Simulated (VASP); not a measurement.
A run of VASP 6.6.1 is set up as follows.

The input INCAR:

```
SYSTEM = SrO
  PREC = Accurate
  ENCUT = 600
  EDIFF = 1E-6
  ISMEAR = 0
  SIGMA = 0.01
  LREAL = .False.
  LASPH = .True.
  NELM = 120
  ALGO = Normal
  ISIF = 2
  LWAVE = .False.
  LCHARG = .True.
  GGA = PE
  LELF = .True.
  LVHAR = .True.
  NBANDS = 15
  GGA_COMPAT = .False.
```

KPOINTS

```
Automatic mesh
0
Gamma
  6 6 6
  0 0 0
```

The input POSCAR:

```
SrO
1.0
    0.0000000000      2.5004681950      2.5004681950
    2.5004681950      0.0000000000      2.5004681950
    2.5004681950      2.5004681950      0.0000000000
Sr O
1 1
Direct
    0.5000000000      0.5000000000      0.5000000000
    0.0000000000      0.0000000000      0.0000000000
```

Potentials or basis: VASP PAW PBE potentials, release 64 (Sr_sv, O).

Run with:

```sh
$ cat potpaw_PBE.64/Sr_sv/POTCAR potpaw_PBE.64/O/POTCAR > POTCAR
$ mpirun -np 1 vasp_std > vasp.out
```

Task: What does it give for the band gap on the k mesh?

Result: 3.20 eV, indirect (least direct gap 3.22 eV).

Task: Predict the pressure.

Result: 13.2 GPa.

A k mesh can miss the band edges. A hybrid or GW would open this gap; PBE tends to underestimate it.
